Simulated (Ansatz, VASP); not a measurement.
**AlAs: VASP beside Ansatz**

The input INCAR:

```
ALGO = Normal
EDIFF = 1E-6
ENCUT = 500
GGA = PE
GGA_COMPAT = False
ISIF = 2
ISMEAR = 1
LASPH = True
LCHARG = False
LREAL = False
LWAVE = False
NBANDS = 11
NELM = 120
PREC = Accurate
SIGMA = 0.01
```

KPOINTS

```
k-points
0
Gamma
  6 6 6
```

The input POSCAR:

```
AlAs
1.0
    0.0000000000      2.8537927964      2.8537927964
    2.8537927964      0.0000000000      2.8537927964
    2.8537927964      2.8537927964      0.0000000000
Al As
1 1
Direct
    0.0000000000      0.0000000000      0.0000000000
    0.2500000000      0.2500000000      0.2500000000
```

Input for Ansatz:

```yaml
crystal:
  lattice:
    - [0.0, 2.853792796368661, 2.853792796368661]
    - [2.853792796368661, 0.0, 2.853792796368661]
    - [2.853792796368661, 2.853792796368661, 0.0]
  atoms:
    - { symbol: Al, position: [0.0, 0.0, 0.0] }
    - { symbol: As, position: [0.25, 0.25, 0.25] }
basis:
  ecutwfc: 500.0
kpoints:
  mp_grid:
    grid: [6, 6, 6]
hamiltonian:
  xc: pbe
  pseudopotentials:
    kind: paw
scf:
  occupations:
    method: cold
    width: 0.01
output:
  stress: true
```

Alike in both runs: task single point; functional PBE; k mesh 6 × 6 × 6; no spin polarisation.

|  | VASP | Ansatz |
| --- | --- | --- |
| version | VASP 6.6.1 | Ansatz 0.2.0 |
| potentials or method | VASP PAW PBE potentials, release 64 (Al, As), cutoff 500 eV | plane waves, PAW |
| occupations | methfessel-paxton of order 1, width 0.01 eV | cold, width 0.01 eV |
| valence electrons in the cell | 8 | 18 |

|  | VASP | Ansatz | Ansatz less VASP |
| --- | --- | --- | --- |
| pressure (GPa) | 0.9 | 0.8 | -0.17 |

VASP's potentials hold 8 valence electrons a cell and Ansatz's 18, so a difference there can come from the potentials and not from the codes.
